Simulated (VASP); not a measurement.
Wanted: the native input for a VASP 6.6.1 run.

```yaml
Task: relaxation of cell and atoms
Functional: PBE
Potentials_or_basis: VASP PAW PBE potentials, release 64 (Pb_d)
Cutoff: 600 eV
k_mesh: 15 × 15 × 15
Occupations: fermi-dirac, width 0.05 eV
Spin: no spin polarisation
Dipole_correction: no
Further_INCAR_settings: ALGO = Normal; EDIFF = 1e-06; IBRION = 2; EDIFFG = -0.005; NSW = 45; ISIF = 3
```

The structure of Pb lies in POSCAR:

```
Pb
1.0
   -2.0000535962      2.0000535962      2.0000535962
    2.0000535962     -2.0000535962      2.0000535962
    2.0000535962      2.0000535962     -2.0000535962
Pb
1
Direct
    0.0000000000      0.0000000000      0.0000000000
```

These files were run (other wordings do the same):

INCAR

```
ALGO = Normal
EDIFF = 1E-6
EDIFFG = -0.005
ENCUT = 600
GGA = PE
IBRION = 2
ISIF = 3
ISMEAR = -1
LASPH = T
LCHARG = F
LREAL = F
LWAVE = F
NELM = 80
NSW = 45
PREC = Accurate
SIGMA = 0.05
```

KPOINTS

```
k-points
0
Gamma
  15 15 15
```

Potentials or basis: VASP PAW PBE potentials, release 64 (Pb_d).

Launch:

```console
$ cat potpaw_PBE.64/Pb_d/POTCAR > POTCAR
$ mpirun -np 1 vasp_std > vasp.out
```

It gave:

```json
{"Pressure after relaxing": "0.0 GPa", "Band gap on the k mesh": "zero (band 7 reaches 13.87 eV, above the bottom of band 8 at 4.77 eV)"}
```

Caveat: the relaxation stopped at its first step, so nothing moved; spin-orbit coupling is left out, which moves the levels of the heavy elements.

Wall time 20 s on 1 thread of AMD EPYC 9R45 96-Core Processor (Zen 5) (shared host), peak memory 0.16 GiB.
